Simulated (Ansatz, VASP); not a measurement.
**Ga in VASP and in Ansatz**

File INCAR:

```
SYSTEM = Ga
  PREC = Accurate
  ENCUT = 500
  EDIFF = 1E-6
  ISMEAR = 0
  SIGMA = 0.1
  LREAL = .False.
  LASPH = .True.
  NELM = 200
  ALGO = Normal
  ISIF = 2
  LWAVE = .False.
  LCHARG = .False.
  ISPIN = 2
  MAGMOM = 0.5
  LORBIT = 11
  GGA = LIBXC
  LIBXC1 = GGA_X_PBE_R
  LIBXC2 = LDA_C_PW
  NBANDS = 16
  GGA_COMPAT = .False.
```

KPOINTS

```
Automatic mesh
0
Gamma
  13 13 13
  0 0 0
```

The input POSCAR:

```
Ga
1.0
   -1.3751071731      1.3751071731      2.2957117997
    1.3751071731     -1.3751071731      2.2957117997
    1.3751071731      1.3751071731     -2.2957117997
Ga
1
Direct
    0.0000000000      0.0000000000      0.0000000000
```

input.yaml

```yaml
crystal:
  lattice:
    - [-1.3751071731, 1.3751071731, 2.2957117997]
    - [1.3751071731, -1.3751071731, 2.2957117997]
    - [1.3751071731, 1.3751071731, -2.2957117997]
  atoms:
    - { symbol: Ga, position: [0.0, 0.0, 0.0], spin: 0.5 }
kpoints:
  mp_grid: { grid: [13, 13, 13] }
scf:
  occupations: { method: gaussian, width: 0.1 }
hamiltonian:
  xc: { exchange: revpbe, correlation: lda }
  pseudopotentials: { kind: all_electron, lapw: { basis_error: 0.001 } }
magnetization:
  spin_polarized: true
output:
  forces: true
  stress: true
  eigenvalues: true
```

Change from the starting cell: volume scaled by 0.98.

Alike in both runs: task single point; functional revpbe exchange, lda correlation; k mesh 13 × 13 × 13; occupations gaussian, width 0.1 eV; collinear spin.

```csv
,VASP,Ansatz
version,VASP 6.6.1,Ansatz 0.2.0
potentials or method,"VASP PAW PBE potentials, release 64 (Ga_d), cutoff 500 eV","all-electron LAPW, scalar-relativistic"
```

Ansatz gave:

```
gap on the k mesh at the Fermi level (eV)                     : none
pressure (GPa)                                                : 15.1
traceless stress, the component that is largest in VASP (GPa) : -0.05
net moment per atom (μB)                                      : 0.00
```

Question: Estimate VASP's values.

Answer: gap on the k mesh at the Fermi level (eV): none; pressure (GPa): 15.1; traceless stress, the component that is largest in VASP (GPa): -0.10; net moment per atom (μB): 0.00.

VASP's potentials were made for PBE, not for revpbe exchange, lda correlation. A gap of «none» marks a metal or a gap that the smearing closes. Ansatz ran all-electron here, and VASP with PAW potentials.
